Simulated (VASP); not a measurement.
# Cd2S (I4/mmm) in VASP: further runs

Runs on Cd2S. Level: PBE. Tasks: single point, relaxation of cell and atoms.

All numbers are computed with VASP 6.6.1; they aren't measurements. Logs are shortened: lines on timing, memory, paths and dates and some standing lists are left out, and cuts for length are marked.

### Step 1. The cell of the first run

It takes space group I4/mmm (No. 139, tetragonal). The conventional cell has a = 4.947 Å, b = 4.947 Å, c = 7.462 Å, α = 90.00°, β = 90.00°, γ = 90.00°. Within 3.2 Å of Cd (site symmetry 4mm) lie 1 S at 2.43 Å and 1 Cd at 2.60 Å. Within 3.2 Å of S (site symmetry 4/mmm) lie 2 Cd at 2.43 Å.

The cell was generated, and may not be a known phase.

### Step 2. Single point, PBE

The input, INCAR:

```
PREC = Accurate
ENCUT = 630
EDIFF = 1E-6
ISMEAR = 0
SIGMA = 0.1
LREAL = False
LASPH = True
NELM = 120
ALGO = Normal
ISIF = 2
LWAVE = False
LCHARG = True
GGA = PE
LELF = True
LVHAR = True
NBANDS = 30
GGA_COMPAT = False
```

The input, KPOINTS:

```
Automatic mesh
0
Gamma
  6 6 6
```

The input, POSCAR:

```
Cd2S
1.0
   -2.4736576325      2.4736576325      3.7310247921
    2.4736576325     -2.4736576325      3.7310247921
    2.4736576325      2.4736576325     -3.7310247921
Cd S
2 1
Direct
    0.6742953540      0.6742953540      0.0000000000
    0.3257046460      0.3257046460      0.0000000000
    0.0000000000      0.0000000000      0.0000000000
```

Potentials or basis: VASP PAW PBE potentials, release 64 (Cd_sv_GW, S).

Launch:

```console
cat potpaw_PBE.64/Cd_sv_GW/POTCAR potpaw_PBE.64/S/POTCAR > POTCAR
mpirun -np 1 vasp_std > vasp.out
```

OUTCAR:

```text
PREC = Accurate
   ENCUT = 630
   EDIFF = 1E-6
   ISMEAR = 0
   LREAL = False
   LASPH = True
   NELM = 120
   ISIF = 2
   GGA = PE

 ion  position               nearest neighbor table
   1  0.674  0.674  0.000-   3 2.43   2 2.60
   2  0.326  0.326  0.000-   3 2.43   1 2.60
   3  0.000  0.000  0.000-   1 2.43   2 2.43

  LATTYP: Found a body centered tetragonal cell.
 ALAT       =     4.9473152650
 C/A-ratio  =     1.5083028238

  Lattice vectors:

 A1 = (  -2.4736576325,   2.4736576325,   3.7310247921)
 A2 = (   2.4736576325,  -2.4736576325,   3.7310247921)
 A3 = (   2.4736576325,   2.4736576325,  -3.7310247921)

Analysis of symmetry for initial positions (statically):
=====================================================================
 Subroutine PRICEL returns:
 Original cell was already a primitive cell.

 Routine SETGRP: Setting up the symmetry group for a
 body centered tetragonal supercell.

 Subroutine GETGRP returns: Found 16 space group operations
 (whereof 16 operations were pure point group operations)
 out of a pool of 16 trial point group operations.

The static configuration has the point symmetry D_4h.

Analysis of symmetry for dynamics (positions and initial velocities):
=====================================================================
 Subroutine PRICEL returns:
 Original cell was already a primitive cell.

 Routine SETGRP: Setting up the symmetry group for a
 body centered tetragonal supercell.

 Subroutine GETGRP returns: Found 16 space group operations
 (whereof 16 operations were pure point group operations)
 out of a pool of 16 trial point group operations.

The dynamic configuration has the point symmetry D_4h.

 Subroutine INISYM returns: Found 16 space group operations
 (whereof 16 operations are pure point group operations),
 and found     1 'primitive' translations

----------------------------------------------------------------------------------------

                                     Primitive cell

  volume of cell :      91.3203

  direct lattice vectors                    reciprocal lattice vectors
    -2.473657633  2.473657633  3.731024792     0.000000000  0.202129831  0.134011439
     2.473657633 -2.473657633  3.731024792     0.202129831  0.000000000  0.134011439
     2.473657633  2.473657633 -3.731024792     0.202129831  0.202129831  0.000000000

  length of vectors
     5.114539096  5.114539096  5.114539096     0.242519142  0.242519142  0.285854749

  position of ions in fractional coordinates (direct lattice)
[... 81 lines left out ...]
   EDIFF  = 0.1E-05   stopping-criterion for ELM
   LREAL  =      F    real-space projection
   EDIFFG = 0.1E-04   stopping-criterion for IOM
   NSW    =      0    number of steps for IOM
   IBRION =     -1    ionic relax: 0-MD 1-quasi-New 2-CG
   NFREE  =      0    steps in history (QN), initial steepest desc. (CG)
   ISIF   =      2    stress and relaxation
   ISYM   =      2    0-nonsym 1-usesym 2-fastsym
   POTIM  = 0.5000    time-step for ionic-motion
   TEBEG  =    0.0;   TEEND  =   0.0 temperature during run
   PSTRESS=    0.0 pullay stress
   NELECT =      46.0000    total number of electrons
   NUPDOWN=      -1.0000    fix difference up-down
   EMIN   =  10.00;   EMAX   =-10.00  energy-range for DOS
   EFERMI =   0.00;   METHOD = LEGACY
   ISMEAR =     0;   SIGMA  =   0.10  broadening in eV -4-tet -1-fermi 0-gaus
   EFERMI_NEDOS =   21; number of points for ismear=-14 and -15
   IALGO  =     38    algorithm
   IMIX   =      4    mixing-type and parameters
     AMIX     =   0.40;   BMIX     =  1.00
     AMIX_MAG =   1.60;   BMIX_MAG =  1.00
  volume/ion in A,a.u.               =      30.44       205.42
  Fermi-wavevector in a.u.,A,eV,Ry     =   1.302582  2.461523 23.085268  1.696719
  Thomas-Fermi vector in A             =   2.433640
   LORBIT       =      0    0 simple, 1 ext, 2 COOP (PROOUT), +10 PAW based schemes
   GGA     = PE    functional components
   LHFCALC =     F    Hartree Fock is set to
   AEXX    =    0.0000 exact exchange contribution
   IVDW    =     0    specifies the selected vdW correction
   LEPSILON=     F    determine dielectric tensor
   LRPA    =     F    only Hartree local field effects (RPA)
 non-spin polarized calculation
 Gauss-broadening in eV      SIGMA  =   0.10
  energy-cutoff  :      630.00
  volume of cell :       91.32
 maximum number of plane-waves:      3311
 NGX is ok and might be reduce to    42
   NGX = 21   NGY = 21   NGZ = 21

 number of electron      45.9999988 magnetization

 Free energy of the ion-electron system (eV)
  ---------------------------------------------------
  ext. energy  EPLUGINS =         0.00000000
  ---------------------------------------------------
  free energy    TOTEN  =        -5.47721468 eV

  energy without entropy =       -5.47704931  energy(sigma->0) =       -5.47713200

 E-fermi :   2.4178     XC(G=0):  -8.7144

 val. band max:        2.2443474335   @ k =   0.5000  -0.0000   0.0000
 cond. band min:       2.5789443274   @ k =   0.5000  -0.0000   0.0000
 fundamental gap:      0.3345968939
 Fermi energy:         2.4177741127

 k-point     1 :       0.0000    0.0000    0.0000
  band No.  band energies     occupation
      1    -100.0871      2.00000
      2    -100.0792      2.00000
      3     -61.1660      2.00000
      4     -61.1410      2.00000
      5     -61.1410      2.00000
      6     -61.1344      2.00000
[... 781 lines left out ...]
     29       9.4969      0.00000
     30      11.6068      0.00000

 [... further k-points ...]

------------------------ aborting loop because EDIFF is reached ----------------------------------------

  FORCE on cell =-STRESS in cart. coord.  units (eV):
  Direction    XX          YY          ZZ          XY          YZ          ZX
  --------------------------------------------------------------------------------------
  -------------------------------------------------------------------------------------
  Total        0.0744641      0.0744641      0.0535475      0.0000000      0.0000000      0.0000000
  in kB        1.3064417      1.3064417      0.9394694      0.0000000      0.0000000      0.0000000
  external PRESSURE =       1.1841176 kB  Pullay stress =       0.0000000 kB

 VOLUME and BASIS-vectors are now :
 -----------------------------------------------------------------------------
  energy-cutoff  :      630.00
  volume of cell :       91.32
      direct lattice vectors                 reciprocal lattice vectors
    -2.473657633  2.473657633  3.731024792     0.000000000  0.202129831  0.134011439
     2.473657633 -2.473657633  3.731024792     0.202129831  0.000000000  0.134011439
     2.473657633  2.473657633 -3.731024792     0.202129831  0.202129831  0.000000000

 POSITION                                       TOTAL-FORCE (eV/Angst)
 -----------------------------------------------------------------------------------
      0.00000      0.00000      5.03163        -0.000000     -0.000000      0.007646
      0.00000      0.00000      2.43042        -0.000000     -0.000000     -0.007646
      0.00000      0.00000      0.00000         0.000000      0.000000     -0.000000
 -----------------------------------------------------------------------------------
    total drift:                               -0.000000     -0.000000      0.000000

  FREE ENERGIE OF THE ION-ELECTRON SYSTEM (eV)
  ---------------------------------------------------
  free  energy   TOTEN  =        -5.4772146841 eV

  energy  without entropy=       -5.4770493103  energy(sigma->0) =       -5.47713200
```

OSZICAR:

```text
N       E                     dE             d eps       ncg     rms          rms(c)
DAV:   1     0.109552446119E+04    0.10955E+04   -0.29128E+04  2064   0.208E+03
DAV:   2     0.137531719999E+03   -0.95799E+03   -0.87895E+03  1800   0.851E+02
DAV:   3     0.122328122979E+01   -0.13631E+03   -0.13155E+03  2846   0.348E+02
DAV:   4    -0.627054638476E+01   -0.74938E+01   -0.74644E+01  2618   0.120E+02
DAV:   5    -0.667865830139E+01   -0.40811E+00   -0.40806E+00  2774   0.261E+01    0.224E+01
DAV:   6    -0.550856827603E+01    0.11701E+01   -0.24911E+00  3144   0.196E+01    0.161E+01
DAV:   7    -0.548650090024E+01    0.22067E-01   -0.57594E-01  2638   0.544E+00    0.693E+00
DAV:   8    -0.547842854766E+01    0.80724E-02   -0.76767E-02  2560   0.374E+00    0.618E-01
DAV:   9    -0.547693772333E+01    0.14908E-02   -0.10814E-02  2784   0.161E+00    0.299E-01
DAV:  10    -0.547714236617E+01   -0.20464E-03   -0.85944E-04  2674   0.216E-01    0.173E-01
DAV:  11    -0.547722484607E+01   -0.82480E-04   -0.32739E-04  2744   0.242E-01    0.713E-02
DAV:  12    -0.547721126325E+01    0.13583E-04   -0.60815E-05  2280   0.891E-02    0.127E-02
DAV:  13    -0.547721465690E+01   -0.33937E-05   -0.96388E-06  1942   0.272E-02    0.103E-02
DAV:  14    -0.547721468412E+01   -0.27216E-07   -0.63973E-07  1486   0.108E-02
   1 F= -.54772147E+01 E0= -.54771320E+01  d E =-.165374E-03
```

Run time: 90 s. Hardware: 1 thread of Intel Xeon Platinum 8559C (Emerald Rapids), shared host; peak memory 0.32 GiB.

Results:

```
Free energy            : -5.4772 eV
Pressure               : 0.1 GPa
Largest force          : 0.008 eV/Å
Band gap on the k mesh : 0.33 eV
```

Forces on the atoms (eV/Å):
```
Cd   0.000  0.000  0.008
Cd   0.000  0.000 -0.008
S    0.000  0.000  0.000
```

A k mesh can miss the band edges.

(Part 1 of 2 ends here.)

The gap in the log of VASP goes by the Fermi energy; the results here count the filled bands.